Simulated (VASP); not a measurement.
Here is a VASP 6.6.1 calculation.

The input INCAR:

```
  PREC = Accurate
  ENCUT = 520
  EDIFF = 1E-6
  ISMEAR = -1
  SIGMA = 0.02
  LREAL = False
  LASPH = True
  NELM = 100
  ALGO = Normal
  ISIF = 2
  LWAVE = False
  LCHARG = True
  GGA = PE
  LELF = True
  LVHAR = True
  NBANDS = 16
```

Contents of KPOINTS:

```
Automatic mesh
0
Gamma
  12 12 6
```

Contents of POSCAR:

```
AlN
1.0
    3.1066937614      0.0000000000      0.0000000000
   -1.5533468807      2.6904757192      0.0000000000
    0.0000000000      0.0000000000      5.1279492940
Al N
2 2
Direct
    0.3333333333      0.6666666667     -0.0010130556
    0.6666666667      0.3333333333      0.4989869444
    0.3333333333      0.6666666667      0.3760130556
    0.6666666667      0.3333333333      0.8760130556
```

Potentials or basis: VASP PAW PBE potentials, release 64 (Al, N).

Run with:

```console
$ cat potpaw_PBE.64/Al/POTCAR potpaw_PBE.64/N/POTCAR > POTCAR
$ mpirun -np 1 vasp_std > vasp.out
```

Task: Predict the largest force.

Result: 0.016 eV/Å.

Task: What does it give for the band gap on the k mesh?

Result: 4.07 eV.

Task: Predict the pressure.

Result: -1.2 GPa.

Forces on the atoms (eV/Å):
```
Al   0.000  0.000  0.016
Al   0.000  0.000  0.016
N    0.000  0.000 -0.016
N    0.000  0.000 -0.016
```

Caveat: the cell differs from its parent crystal (uniaxial z strain +3.0%). A k mesh can miss the band edges.
